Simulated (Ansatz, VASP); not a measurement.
Two plane-wave programs on Se

```
CELL_PARAMETERS angstrom
0.00000 3.19632 3.19632
3.19632 0.00000 3.19632
3.19632 3.19632 0.00000
ATOMIC_POSITIONS crystal
Se 0.12500 0.12500 0.12500
Se 0.87500 0.87500 0.87500
```

Alike in both runs: functional revPBE; k mesh 9 × 9 × 9; occupations fermi-dirac, width 0.1 eV; no spin polarisation.

Ansatz relaxed the structure, and its values are those at the end. VASP's run is a single point on that final structure, the one shown.

|  | VASP | Ansatz |
| --- | --- | --- |
| version | VASP 6.6.1 | Ansatz 0.2.0 |
| potentials or method | VASP PAW PBE potentials, release 64 (Se), cutoff 520 eV | plane waves (420 eV) with PAW, scalar-relativistic |
| valence electrons in the cell | 12 | 32 |

|  | VASP | Ansatz | Ansatz less VASP |
| --- | --- | --- | --- |
| pressure (GPa) | 0.0 | 0.0 | 0.00 |

VASP's potentials were made for PBE, not for revPBE. With one functional, cell and mesh, what is left measures potentials, basis and numerics. VASP's potentials hold 12 valence electrons a cell and Ansatz's 32, so a difference there can come from the potentials and not from the codes.
